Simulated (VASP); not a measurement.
# K (Pm-3m) in VASP: settings compared, part 2 of 2

VASP 6.6.1.

### 3 Relaxation of cell and atoms, BLYP+D3(BJ)

This run uses another cell than the first one, of 80.09 Å³/atom, 1.056 times its volume.

Input file INCAR:

```
  PREC = Accurate
  ENCUT = 600
  EDIFF = 1E-6
  ISMEAR = -1
  SIGMA = 0.05
  LREAL = F
  LASPH = T
  NELM = 80
  ALGO = Normal
  ISIF = 3
  LWAVE = F
  LCHARG = F
  GGA = B5
  ALDAX = 1.0
  AGGAX = 1.0
  AGGAC = 1.0
  ALDAC = 0.0
  IVDW = 12
  VDW_S6 = 1.0
  VDW_S8 = 2.6996
  VDW_A1 = 0.4298
  VDW_A2 = 4.2359
  IBRION = 2
  NSW = 80
  EDIFFG = -0.01
```

Input file KPOINTS:

```
regular mesh
0
Gamma
  7 7 7
```

Input file POSCAR:

```
K
1.0
    4.3104390000      0.0000000000      0.0000000000
    0.0000000000      4.3104390000      0.0000000000
    0.0000000000      0.0000000000      4.3104390000
K
1
Direct
    0.0000000000      0.0000000000      0.0000000000
```

Potentials or basis: VASP PAW PBE potentials, release 64 (K_sv).

Run with:

```console
> cat potpaw_PBE.64/K_sv/POTCAR > POTCAR
> mpirun -np 1 vasp_std > vasp.out
```

Run time: 2 min. Hardware: 1 thread of Intel Xeon Platinum 8559C (Emerald Rapids), shared host; peak memory 0.21 GiB.

Results (log left out):

- Free energy: -0.8894 eV
- Relaxed volume: 67.49 Å³/atom
- Relaxed cell: a = 4.071 Å, b = 4.071 Å, c = 4.071 Å, α = 90.00°, β = 90.00°, γ = 90.00°
- Space group after relaxing (to 0.05 Å): Pm-3m (No. 221)
- Energy gained by relaxing: 18.5 meV/atom
- Ionic steps: 6
- Pressure after relaxing: 0.0 GPa
- Dispersion energy per atom: -0.298 eV

The path:
| step | energy change (eV) | largest force (eV/Å) | pressure (GPa) | volume (Å³) |
| --- | --- | --- | --- | --- |
| 1 | 0.0000 | 0.0000 | -0.41 | 80.09 |
| 2 | -0.0057 | 0.0000 | -0.37 | 77.71 |
| 3 | -0.0169 | 0.0000 | -0.15 | 70.88 |
| 4 | -0.0015 | 0.0000 | 0.68 | 58.43 |
| 5 | -0.0185 | 0.0000 | -0.03 | 68.05 |
| 6 | -0.0185 | 0.0000 | 0.00 | 67.49 |

Final structure:
```xyz
1
Lattice="4.0714 0.0000 0.0000 0.0000 4.0714 0.0000 0.0000 0.0000 4.0714" Properties=species:S:1:pos:R:3 pbc="T T T"
K     0.0000    0.0000    0.0000
```

Levels at points of the mesh, in eV from the Fermi level:
```tsv
k point	band 3	band 4	band 5	band 6	band 7	band 8
(0.00, 0.00, 0.00)	-15.88	-15.88	-2.28	2.72	2.72	6.19
```

Caveat: the volume moved by over 15 % at a fixed basis, so the end points are rough; the PAW data sets were made with another functional, which shifts forces and pressure a little; pairwise dispersion overbinds metals, which lowers pressure and volume.

### 4 Relaxation of cell and atoms, PBEsol+D3(BJ)

This run uses another cell than the first one, of 80.09 Å³/atom, 1.056 times its volume.

Input file INCAR:

```
PREC = Accurate
ENCUT = 600
EDIFF = 1E-7
ISMEAR = -1
SIGMA = 0.05
LREAL = F
LASPH = T
NELM = 60
ALGO = Normal
ISIF = 3
LWAVE = F
LCHARG = F
GGA = PS
IVDW = 12
IBRION = 2
NSW = 80
EDIFFG = -0.01
```

KPOINTS is that of step 3.

POSCAR is that of step 3.

Run with:

```console
> cat potpaw_PBE.64/K_sv/POTCAR > POTCAR
> mpirun -np 1 vasp_std > vasp.out
```

Run time: 41 s. Hardware: 1 thread of Intel Xeon Platinum 8559C (Emerald Rapids), shared host; peak memory 0.22 GiB.

Results (log left out):

```yaml
Free_energy: -1.1579 eV
Relaxed_volume: 69.54 Å³/atom
Relaxed_cell: a = 4.112 Å, b = 4.112 Å, c = 4.112 Å, α = 90.00°, β = 90.00°, γ = 90.00°
Space_group_after_relaxing_to_0.05_Å: Pm-3m (No. 221)
Energy_gained_by_relaxing: 13.4 meV/atom
Ionic_steps: 4
Pressure_after_relaxing: 0.0 GPa
Dispersion_energy_per_atom: -0.133 eV
```

Step by step:
```tsv
step	energy change (eV)	largest force (eV/Å)	pressure (GPa)	volume (Å³)
1	0.0000	0.0000	-0.37	80.09
2	-0.0046	0.0000	-0.32	77.94
3	-0.0128	0.0000	-0.09	71.73
4	-0.0134	0.0000	0.01	69.54
```

Final structure:
```
K
1.0
     4.11231    0.00000    0.00000
     0.00000    4.11231    0.00000
     0.00000    0.00000    4.11231
K
1
Direct
  0.00000 0.00000 0.00000
```

Levels at points of the mesh, in eV from the Fermi level:
| k point | band 3 | band 4 | band 5 | band 6 | band 7 | band 8 |
| --- | --- | --- | --- | --- | --- | --- |
| (0.00, 0.00, 0.00) | -15.62 | -15.62 | -2.23 | 2.92 | 2.92 | 6.50 |

Caveat: the PAW data sets were made with another functional, which shifts forces and pressure a little; pairwise dispersion overbinds metals, which lowers pressure and volume.

### 5 Relaxation of cell and atoms, PBEsol

This run uses another cell than the first one, of 80.09 Å³/atom, 1.056 times its volume.

Input file INCAR:

```
SYSTEM = K
ALGO = Normal
EDIFF = 1E-6
EDIFFG = -0.01
ENCUT = 600
GGA = PS
IBRION = 2
ISIF = 3
ISMEAR = -1
LASPH = .TRUE.
LCHARG = .FALSE.
LREAL = .FALSE.
LWAVE = .FALSE.
NELM = 80
NSW = 80
PREC = Accurate
SIGMA = 0.05
```

Input file KPOINTS:

```
k-points
0
G
  7 7 7
  0 0 0
```

POSCAR is that of step 4.

Potentials or basis: VASP PAW PBE potentials, release 64 (K_sv).

Run with:

```console
> cat potpaw_PBE.64/K_sv/POTCAR > POTCAR
> mpirun -np 1 vasp_std > vasp.out
```

OUTCAR:

```text
SYSTEM = K
   EDIFF = 1E-6
   EDIFFG = -0.01
   ENCUT = 600
   GGA = PS
   IBRION = 2
   ISIF = 3
   ISMEAR = -1
   LASPH = .TRUE.
   LREAL = .FALSE.
   NELM = 80
   NSW = 80
   PREC = Accurate

 ion  position               nearest neighbor table
   1  0.000  0.000  0.000-

  LATTYP: Found a simple cubic cell.
 ALAT       =     4.3104390000

  Lattice vectors:

 A1 = (   4.3104390000,   0.0000000000,   0.0000000000)
 A2 = (   0.0000000000,   4.3104390000,   0.0000000000)
 A3 = (   0.0000000000,   0.0000000000,   4.3104390000)

Analysis of symmetry for initial positions (statically):
=====================================================================
 Subroutine PRICEL returns:
 Original cell was already a primitive cell.

 Routine SETGRP: Setting up the symmetry group for a
 simple cubic supercell.

 Subroutine GETGRP returns: Found 48 space group operations
 (whereof 48 operations were pure point group operations)
 out of a pool of 48 trial point group operations.

The static configuration has the point symmetry O_h .

Analysis of symmetry for dynamics (positions and initial velocities):
[... 142 lines left out ...]

--------------------------------------- Ionic step        1  -------------------------------------------

 number of electron       9.0000001 magnetization

 Free energy of the ion-electron system (eV)
  ---------------------------------------------------
  ext. energy  EPLUGINS =         0.00000000
  ---------------------------------------------------
  free energy    TOTEN  =        -1.02918005 eV

  energy without entropy =       -1.02462658  energy(sigma->0) =       -1.02690332

------------------------ aborting loop because EDIFF is reached ----------------------------------------

  FORCE on cell =-STRESS in cart. coord.  units (eV):
  Direction    XX          YY          ZZ          XY          YZ          ZX
  --------------------------------------------------------------------------------------
  -------------------------------------------------------------------------------------
  Total       -0.0691625     -0.0691625     -0.0691625      0.0000000      0.0000000      0.0000000
  in kB       -1.3836195     -1.3836195     -1.3836195      0.0000000      0.0000000      0.0000000
  external PRESSURE =      -1.3836195 kB  Pullay stress =       0.0000000 kB
[... 92 lines left out ...]
--------------------------------------- Ionic step        4  -------------------------------------------

 number of electron       8.9999999 magnetization

 Free energy of the ion-electron system (eV)
  ---------------------------------------------------
  ext. energy  EPLUGINS =         0.00000000
  ---------------------------------------------------
  free energy    TOTEN  =        -1.03092146 eV

  energy without entropy =       -1.02643157  energy(sigma->0) =       -1.02867651

 E-fermi :  -0.2330     XC(G=0):  -5.6032

 val. band max:       -0.3466060274   @ k =   0.4286   0.1429   0.1429
 cond. band min:      -0.1891211025   @ k =   0.2857   0.2857   0.2857
 fundamental gap:      0.1574849249
 Fermi energy:        -0.2330308538

 k-point     1 :       0.0000    0.0000    0.0000
  band No.  band energies     occupation
      1     -32.3971      2.00000
      2     -15.8940      2.00000
      3     -15.8940      2.00000
      4     -15.8940      2.00000
      5      -2.3326      2.00000
      6       2.6772      0.00000
      7       2.6772      0.00000
      8       6.0559      0.00000
[... 235 lines left out ...]
  FREE ENERGIE OF THE ION-ELECTRON SYSTEM (eV)
  ---------------------------------------------------
  free  energy   TOTEN  =        -1.0309214606 eV

  energy  without entropy=       -1.0264315671  energy(sigma->0) =       -1.02867651

 reached required accuracy - stopping structural energy minimisation
```

OSZICAR:

```text
N       E                     dE             d eps       ncg     rms          rms(c)
DAV:   1     0.491103225856E+02    0.49110E+02   -0.36759E+03   320   0.921E+02
DAV:   2     0.513475622754E+00   -0.48597E+02   -0.46039E+02   328   0.211E+02
DAV:   3    -0.987917494395E+00   -0.15014E+01   -0.14933E+01   504   0.359E+01
[... 30 lines left out ...]
DAV:   3    -0.103075537145E+01    0.14310E-02   -0.46819E-03   416   0.654E-01    0.171E-01
DAV:   4    -0.103087801834E+01   -0.12265E-03   -0.63964E-04   520   0.186E-01    0.457E-02
DAV:   5    -0.103091564583E+01   -0.37627E-04   -0.21662E-04   512   0.103E-01    0.178E-02
DAV:   6    -0.103092126998E+01   -0.56241E-05   -0.44174E-06   416   0.203E-02    0.191E-03
DAV:   7    -0.103092146063E+01   -0.19065E-06   -0.15826E-07   192   0.401E-03
   4 F= -.10309215E+01 E0= -.10286765E+01  d E =-.174141E-02
```

Run time: 29 s. Hardware: 1 thread of Intel Xeon Platinum 8559C (Emerald Rapids), shared host; peak memory 0.21 GiB.

What came out:

| Item | Value |
| --- | --- |
| Free energy | -1.0309 eV |
| Relaxed volume | 76.20 Å³/atom |
| Relaxed cell | a = 4.240 Å, b = 4.240 Å, c = 4.240 Å, α = 90.00°, β = 90.00°, γ = 90.00° |
| Space group after relaxing (to 0.05 Å) | Pm-3m (No. 221) |
| Energy gained by relaxing | 1.7 meV/atom |
| Ionic steps | 4 |
| Pressure after relaxing | 0.0 GPa |

Step by step:
```
step  energy change (eV)  largest force (eV/Å)  pressure (GPa)  volume (Å³)
   1              0.0000                0.0000           -0.14        80.09
   2             -0.0006                0.0000           -0.11        79.29
   3             -0.0017                0.0000           -0.03        76.92
   4             -0.0017                0.0000            0.00        76.20
```

Final structure:
```yaml
crystal:
  lattice:
    - [4.23960, 0.00000, 0.00000]
    - [0.00000, 4.23960, 0.00000]
    - [0.00000, 0.00000, 4.23960]
  atoms:
    - { symbol: K, position: [0.00000, 0.00000, 0.00000] }
```

Caveat: the PAW data sets were made with another functional, which shifts forces and pressure a little.

### 6 The runs side by side

| task | level | cell | cutoff (eV) | gap on the mesh (eV) | pressure (GPa) | relaxed volume (Å³/atom) |
| --- | --- | --- | --- | --- | --- | --- |
| single point | PBEsol | a = 4.234 Å, 1 atom | 520 | none | 0.0 | - |
| relaxation of cell and atoms | BLYP+D3(BJ) | relaxed from a = 4.310 Å, 1 atom | 600 | none | 0.0 | 67.49 |
| relaxation of cell and atoms | PBEsol+D3(BJ) | relaxed from a = 4.310 Å, 1 atom | 600 | none | 0.0 | 69.54 |
| relaxation of cell and atoms | PBEsol | relaxed from a = 4.310 Å, 1 atom | 600 | none | 0.0 | 76.20 |

Alike in all rows: potentials or basis VASP PAW PBE potentials, release 64 (K_sv); no spin polarisation; k mesh 7 × 7 × 7; smearing fermi-dirac 0.05 eV.

Caveats: the PAW data sets were made with another functional, which shifts forces and pressure a little; pairwise dispersion overbinds metals, which lowers pressure and volume (some runs); the volume moved by over 15 % at a fixed basis, so the end points are rough (some runs).

Absolute energies hang on the potentials; compare differences alone.
